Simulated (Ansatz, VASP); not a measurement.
Two plane-wave programs on SrTlF3

The input POSCAR:

```
SrTlF3
1.0
    4.5908802038      0.0000000000      0.0000000000
    0.0000000000      4.5908802038      0.0000000000
    0.0000000000      0.0000000000      4.5908802038
Tl Sr F
1 1 3
Direct
    0.0000000000      0.0000000000      0.0000000000
    0.5000000000      0.5000000000      0.5000000000
    0.5000000000      0.5000000000      0.0000000000
    0.5000000000      0.0000000000      0.5000000000
    0.0000000000      0.5000000000      0.5000000000
```

The input INCAR.step1:

```
ALGO = Normal
EDIFF = 1E-5
ENCUT = 520
GGA = PE
GGA_COMPAT = False
ISIF = 2
ISMEAR = 0
KPAR = 4
LASPH = True
LCHARG = False
LREAL = False
LWAVE = True
NBANDS = 30
NELM = 120
PREC = Accurate
SIGMA = 0.01
```

File INCAR.step2:

```
ALGO = Normal
EDIFF = 1E-6
ENCUT = 520
GGA = PE
GGA_COMPAT = False
HFSCREEN = 0.2079
ISIF = 2
ISMEAR = 0
ISTART = 1
KPAR = 4
LASPH = True
LCHARG = False
LHFCALC = True
LREAL = False
LWAVE = False
NBANDS = 30
NELM = 120
PREC = Accurate
PRECFOCK = Normal
SIGMA = 0.01
```

Contents of KPOINTS:

```
k-points
0
Gamma
  4 4 4
```

Input for Ansatz:

```yaml
crystal:
  lattice:
    - [4.5908802038, 0.0, 0.0]
    - [0.0, 4.5908802038, 0.0]
    - [0.0, 0.0, 4.5908802038]
  atoms:
    - { symbol: Tl, position: [0.0, 0.0, 0.0] }
    - { symbol: Sr, position: [0.5, 0.5, 0.5] }
    - { symbol: F, position: [0.5, 0.5, 0.0] }
    - { symbol: F, position: [0.5, 0.0, 0.5] }
    - { symbol: F, position: [0.0, 0.5, 0.5] }
kpoints:
  mp_grid: { grid: [4, 4, 4] }
  band_path:
    path: [[0.0, 0.0, 0.0], [0.0, 0.5, 0.0], [0.5, 0.5, 0.0], [0.5, 0.5, 0.5]]
    npoints: 1
hamiltonian:
  xc: hse06
scf:
  occupations: { method: fixed }
  n_extra_bands: 5
output:
  forces: true
  stress: true
  eigenvalues: true
```

Change from the starting cell: hydrostatic strain -2.5%.

Alike in both runs: task single point; functional HSE06; k mesh 4 × 4 × 4; no spin polarisation.

```csv
,VASP,Ansatz
version,VASP 6.6.1,Ansatz 0.2.0
potentials or method,"VASP PAW PBE potentials, release 64 (Tl_d, Sr_sv, F)","plane waves, PAW"
plane-wave cutoff (eV),520,420
occupations,"gaussian, width 0.01 eV",fixed
valence electrons in the cell,44,44
```

|  | VASP | Ansatz | Ansatz less VASP |
| --- | --- | --- | --- |
| gap on the k mesh at the Fermi level (eV) | 5.81 | 5.82 | +0.009 |
| pressure (GPa) | 5.6 | 5.3 | -0.34 |

Ansatz's warnings: stress exchange threshold loose, stress scf threshold loose.

Spin-orbit coupling is off throughout.
